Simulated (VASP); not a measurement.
# Mg (P6_3/mmc) in VASP: relaxation of cell and atoms with LDA

Aim: the relaxation of cell and atoms of Mg with LDA.

Program: VASP 6.6.1. These are calculated values, not measurements. Logs are shortened: lines on timing, memory, paths and dates and some standing lists are left out, and cuts for length are marked.

### 1 The cell of the first run

Symmetry: P6_3/mmc, No. 194, hexagonal system. Conventional cell: a = 3.209 Å, b = 3.209 Å, c = 5.210 Å, α = 90.00°, β = 90.00°, γ = 120.00°. Within 4.2 Å of Mg (site symmetry -6m2) lie 12 Mg at 3.20 to 3.21 Å.

### 2 Relaxation of cell and atoms, LDA

INCAR

```
SYSTEM = Mg
ALGO = Normal
EDIFF = 1E-7
EDIFFG = -0.01
ENCUT = 840
GGA_COMPAT = .FALSE.
IBRION = 2
ISIF = 3
ISMEAR = -1
LASPH = .TRUE.
LCHARG = .FALSE.
LREAL = .FALSE.
LWAVE = .FALSE.
NELM = 120
NELMIN = 4
NSW = 80
PREC = Accurate
SIGMA = 0.05
```

KPOINTS

```
k-points
0
G
  9 9 5
  0 0 0
```

POSCAR

```
Mg
1.0
    3.2093000000      0.0000000000      0.0000000000
   -1.6046500000      2.7793353300      0.0000000000
    0.0000000000      0.0000000000      5.2103000000
Mg
2
Direct
    0.3333333300      0.6666666700      0.2500000000
    0.6666666700      0.3333333300      0.7500000000
```

Potentials or basis: VASP PAW LDA potentials, release 64 (Mg_sv).

Started as:

```console
cat potpaw_LDA.64/Mg_sv/POTCAR > POTCAR
mpirun -np 1 vasp_std > vasp.out
```

OUTCAR:

```text
SYSTEM = Mg
   EDIFF = 1E-7
   EDIFFG = -0.01
   ENCUT = 840
   IBRION = 2
   ISIF = 3
   ISMEAR = -1
   LASPH = .TRUE.
   LREAL = .FALSE.
   NELM = 120
   NELMIN = 4
   NSW = 80
   PREC = Accurate

 ion  position               nearest neighbor table
   1  0.333  0.667  0.250-
   2  0.667  0.333  0.750-

  LATTYP: Found a hexagonal cell.
 ALAT       =     3.2093000000
 C/A-ratio  =     1.6235004518

  Lattice vectors:

 A1 = (   3.2093000000,   0.0000000000,   0.0000000000)
 A2 = (  -1.6046500000,   2.7793353300,   0.0000000000)
 A3 = (   0.0000000000,   0.0000000000,   5.2103000000)

Analysis of symmetry for initial positions (statically):
=====================================================================
 Subroutine PRICEL returns:
 Original cell was already a primitive cell.

 Routine SETGRP: Setting up the symmetry group for a
 hexagonal supercell.

 Subroutine GETGRP returns: Found 24 space group operations
 (whereof 12 operations were pure point group operations)
 out of a pool of 24 trial point group operations.

The static configuration has the point symmetry D_3d.
 The point group associated with its full space group is D_6h.

Analysis of symmetry for dynamics (positions and initial velocities):
=====================================================================
 Subroutine PRICEL returns:
 Original cell was already a primitive cell.

 Routine SETGRP: Setting up the symmetry group for a
 hexagonal supercell.

 Subroutine GETGRP returns: Found 24 space group operations
 (whereof 12 operations were pure point group operations)
 out of a pool of 24 trial point group operations.

The dynamic configuration has the point symmetry D_3d.
 The point group associated with its full space group is D_6h.

 Subroutine INISYM returns: Found 24 space group operations
 (whereof 12 operations are pure point group operations),
 and found     1 'primitive' translations

----------------------------------------------------------------------------------------

                                     Primitive cell

  volume of cell :      46.4744

  direct lattice vectors                    reciprocal lattice vectors
     3.209300000  0.000000000  0.000000000     0.311594429  0.179899127  0.000000000
    -1.604650000  2.779335330  0.000000000     0.000000000  0.359798254  0.000000000
     0.000000000  0.000000000  5.210300000     0.000000000  0.000000000  0.191927528

  length of vectors
     3.209300000  3.209300001  5.210300000     0.359798255  0.359798254  0.191927528

  position of ions in fractional coordinates (direct lattice)
     0.333333330  0.666666670  0.250000000
     0.666666670  0.333333330  0.750000000

  ion indices of the primitive-cell ions
   primitive index   ion index
                 1           1
                 2           2

----------------------------------------------------------------------------------------

 KPOINTS: k-points

Automatic generation of k-mesh.
 Grid dimensions read from file:
 generate k-points for:    9    9    5

 Generating k-lattice:

  Cartesian coordinates                     Fractional coordinates (reciprocal lattice)
     0.034621603  0.019988792  0.000000000     0.111111111 -0.000000000  0.000000000
     0.000000000  0.039977584  0.000000000     0.000000000  0.111111111  0.000000000
     0.000000000  0.000000000  0.038385506     0.000000000  0.000000000  0.200000000

  Length of vectors
     0.039977584  0.039977584  0.038385506

  Shift w.r.t. Gamma in fractional coordinates (k-lattice)
     0.000000000  0.000000000  0.000000000

 Subroutine IBZKPT returns following result:
 ===========================================

 Found     36 irreducible k-points:

 Following reciprocal coordinates:
            Coordinates               Weight
  0.000000  0.000000  0.000000      1.000000
  0.111111  0.000000  0.000000      6.000000
  0.222222  0.000000  0.000000      6.000000
  0.333333  0.000000  0.000000      6.000000
  0.444444  0.000000  0.000000      6.000000
  0.111111  0.111111  0.000000      6.000000
[... 16 lines left out ...]
  0.333333  0.222222  0.200000     24.000000
  0.333333  0.333333  0.200000      4.000000
 [... further k-points ...]
   k-points           NKPTS =     36   k-points in BZ     NKDIM =     36   number of bands    NBANDS=     14
   number of dos      NEDOS =    301   number of ions     NIONS =      2
   total plane-waves  NPLWV =  45000
   dimension x,y,z NGX =    30 NGY =   30 NGZ =   50
   dimension x,y,z NGXF=    60 NGYF=   60 NGZF=  100
   ions per type =               2
   NGX,Y,Z   is equivalent  to a cutoff of  15.54, 15.54, 15.95 a.u.
   NGXF,Y,Z  is equivalent  to a cutoff of  31.08, 31.08, 31.91 a.u.
 SYSTEM =  Mg
   PREC   = accura    normal or accurate (medium, high low for compatibility)
   ISTART =      0    job   : 0-new  1-cont  2-samecut
   ICHARG =      2    charge: 1-file 2-atom 10-const
   ISPIN  =      1    spin polarized calculation?
   LNONCOLLINEAR =      F non collinear calculations
   LSORBIT =      F    spin-orbit coupling
   LASPH  =      T    aspherical Exc in radial PAW
   ENCUT  =  840.0 eV  61.74 Ry    7.86 a.u.   7.58  7.58 12.31*2*pi/ulx,y,z
   NELM   =    120;   NELMIN=  4; NELMDL= -5     # of ELM steps
   EDIFF  = 0.1E-06   stopping-criterion for ELM
   LREAL  =      F    real-space projection
   EDIFFG = -.1E-01   stopping-criterion for IOM
   NSW    =     80    number of steps for IOM
   IBRION =      2    ionic relax: 0-MD 1-quasi-New 2-CG
   NFREE  =      1    steps in history (QN), initial steepest desc. (CG)
   ISIF   =      3    stress and relaxation
   ISYM   =      2    0-nonsym 1-usesym 2-fastsym
   POTIM  = 0.5000    time-step for ionic-motion
   TEBEG  =    0.0;   TEEND  =   0.0 temperature during run
   PSTRESS=    0.0 pullay stress
   NELECT =      20.0000    total number of electrons
   NUPDOWN=      -1.0000    fix difference up-down
   EMIN   =  10.00;   EMAX   =-10.00  energy-range for DOS
   EFERMI =   0.00;   METHOD = LEGACY
   ISMEAR =    -1;   SIGMA  =   0.05  broadening in eV -4-tet -1-fermi 0-gaus
   EFERMI_NEDOS =   21; number of points for ismear=-14 and -15
   IALGO  =     38    algorithm
   IMIX   =      4    mixing-type and parameters
     AMIX     =   0.40;   BMIX     =  1.00
     AMIX_MAG =   1.60;   BMIX_MAG =  1.00
  volume/ion in A,a.u.               =      23.24       156.81
  Fermi-wavevector in a.u.,A,eV,Ry     =   1.235986  2.335675 20.785090  1.527661
  Thomas-Fermi vector in A             =   2.370613
   LORBIT       =      0    0 simple, 1 ext, 2 COOP (PROOUT), +10 PAW based schemes
   GGA     = CA    functional components
   LHFCALC =     F    Hartree Fock is set to
   AEXX    =    0.0000 exact exchange contribution
   IVDW    =     0    specifies the selected vdW correction
   LEPSILON=     F    determine dielectric tensor
   LRPA    =     F    only Hartree local field effects (RPA)
 conjugate gradient relaxation of ions
 non-spin polarized calculation
  energy-cutoff  :      840.00
  volume of cell :       46.47
 maximum number of plane-waves:      2599
   NGX = 15   NGY = 15   NGZ = 25

--------------------------------------- Ionic step        1  -------------------------------------------

 number of electron      19.9999989 magnetization

 Free energy of the ion-electron system (eV)
  ---------------------------------------------------
  ext. energy  EPLUGINS =         0.00000000
  ---------------------------------------------------
  free energy    TOTEN  =        -3.51266295 eV

  energy without entropy =       -3.50506521  energy(sigma->0) =       -3.50886408

------------------------ aborting loop because EDIFF is reached ----------------------------------------

  FORCE on cell =-STRESS in cart. coord.  units (eV):
  Direction    XX          YY          ZZ          XY          YZ          ZX
  --------------------------------------------------------------------------------------
  -------------------------------------------------------------------------------------
  Total       -0.8055907     -0.8055907     -0.8455375      0.0000000     -0.0000000     -0.0000000
  in kB      -27.7722491    -27.7722491    -29.1493907      0.0000000     -0.0000000     -0.0000000
  external PRESSURE =     -28.2312963 kB  Pullay stress =       0.0000000 kB
[... 165 lines left out ...]
  energy  without entropy=       -3.5379531691  energy(sigma->0) =       -3.54105066

--------------------------------------- Ionic step        6  -------------------------------------------

 number of electron      20.0000018 magnetization

 Free energy of the ion-electron system (eV)
  ---------------------------------------------------
  ext. energy  EPLUGINS =         0.00000000
  ---------------------------------------------------
  free energy    TOTEN  =        -3.54416381 eV

  energy without entropy =       -3.53803289  energy(sigma->0) =       -3.54109835

 E-fermi :   2.4959     XC(G=0):  -9.1790

 val. band max:        2.4921025061   @ k =   0.4444   0.0000   0.4000
 cond. band min:       2.5976872521   @ k =   0.4444   0.1111   0.4000
 fundamental gap:      0.1055847460
 Fermi energy:         2.4959219744

 k-point     1 :       0.0000    0.0000    0.0000
  band No.  band energies     occupation
      1     -72.5783      2.00000
      2     -72.5740      2.00000
      3     -40.0879      2.00000
      4     -40.0509      2.00000
      5     -40.0509      2.00000
      6     -40.0454      2.00000
      7     -40.0446      2.00000
      8     -40.0446      2.00000
      9      -4.6473      2.00000
     10       0.7834      2.00000
     11       1.2453      2.00000
     12      13.8293      0.00000
     13      13.8293      0.00000
     14      14.0130      0.00000
[... 375 lines left out ...]
 k-point    24 :       0.3333    0.3333    0.2000
  band No.  band energies     occupation
      1     -72.5729      2.00000
      2     -72.5729      2.00000
      3     -40.0749      2.00000
      4     -40.0742      2.00000
      5     -40.0742      2.00000
      6     -40.0649      2.00000
      7     -40.0580      2.00000
      8     -40.0580      2.00000
      9       2.1037      1.99922
     10       2.1438      1.99825
     11       2.1438      1.99825
     12       5.2988      0.00000
     13       5.6789      0.00000
     14       5.6789      0.00000

 [... further k-points ...]
[... 5 lines left out ...]
  --------------------------------------------------------------------------------------
  -------------------------------------------------------------------------------------
  Total       -0.0183705     -0.0183705     -0.0182642      0.0000000     -0.0000000      0.0000000
  in kB       -0.6828104     -0.6828104     -0.6788603      0.0000000     -0.0000000      0.0000000
  external PRESSURE =      -0.6814937 kB  Pullay stress =       0.0000000 kB
[... 17 lines left out ...]
  FREE ENERGIE OF THE ION-ELECTRON SYSTEM (eV)
  ---------------------------------------------------
  free  energy   TOTEN  =        -3.5441638071 eV

  energy  without entropy=       -3.5380328869  energy(sigma->0) =       -3.54109835

 reached required accuracy - stopping structural energy minimisation
```

Wall time 76 s (1 thread of Intel Xeon 6975P-C (Granite Rapids), shared host); peak memory 0.18 GiB.

What came out:

```
Free energy                           : -3.5442 eV
Relaxed volume                        : 21.55 Å³/atom
Relaxed cell                          : a = 3.127 Å, b = 3.127 Å, c = 5.090 Å, α = 90.00°, β = 90.00°, γ = 120.00°
Space group after relaxing (to 0.1 Å) : P6_3/mmc (No. 194)
Energy gained by relaxing             : 15.8 meV/atom
Ionic steps                           : 6
Pressure after relaxing               : -0.1 GPa
Band gap on the k mesh                : zero (bands 10 and 11 overlap by 2.29 eV)
```

Step by step:
```
step  energy change (eV)  largest force (eV/Å)  pressure (GPa)  volume (Å³)
   1              0.0000                0.0000           -2.82        46.47
   2             -0.0299                0.0000           -0.67        43.77
   3             -0.0314                0.0000            0.00        43.06
   4             -0.0314                0.0000           -0.07        43.13
   5             -0.0315                0.0000           -0.04        43.11
   6             -0.0315                0.0000           -0.07        43.11
```

Final structure:
```cif
data_structure
_symmetry_space_group_name_H-M 'P 1'
_symmetry_Int_Tables_number 1
_cell_length_a 3.1271
_cell_length_b 3.1271
_cell_length_c 5.0901
_cell_angle_alpha 90.000
_cell_angle_beta 90.000
_cell_angle_gamma 120.000
_cell_volume 43.11
loop_
_atom_site_label
_atom_site_type_symbol
_atom_site_fract_x
_atom_site_fract_y
_atom_site_fract_z
_atom_site_occupancy
Mg1 Mg 0.33333 0.66667 0.25000 1
Mg2 Mg 0.66667 0.33333 0.75000 1
```

Levels at points of the mesh, in eV from the Fermi level:
```csv
k point,band 8,band 9,band 10,band 11,band 12,band 13
"(0.00, 0.00, 0.00)",-42.54,-7.14,-1.71,-1.25,11.33,11.33
```

LDA usually gives volumes a few per cent too small. Zero-point motion and thermal expansion aren't in these numbers.

The gap in the log of VASP goes by the Fermi energy; the results here count the filled bands.